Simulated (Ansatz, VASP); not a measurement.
# One calculation of CdO, two programs

```
Cd O
1.0
     0.00000    2.40761    2.40761
     2.40761    0.00000    2.40761
     2.40761    2.40761    0.00000
Cd O
1 1
Direct
  0.00000 0.00000 0.00000
  0.50000 0.50000 0.50000
```

Alike in both runs: task single point; functional PBE; k mesh 8 × 8 × 8; occupations fermi-dirac, width 0.02 eV; no spin polarisation.

|  | VASP | Ansatz |
| --- | --- | --- |
| version | VASP 6.6.1 | Ansatz 0.2.0 |
| potentials or method | VASP PAW PBE potentials, release 64 (Cd, O) | plane waves, PAW |
| plane-wave cutoff (eV) | 600 | 420 |
| valence electrons in the cell | 18 | 26 |

|  | VASP | Ansatz | Ansatz less VASP |
| --- | --- | --- | --- |
| pressure (GPa) | -2.6 | -3.5 | -0.84 |

VASP's potentials hold 18 valence electrons a cell and Ansatz's 26, so a difference there can come from the potentials and not from the codes.
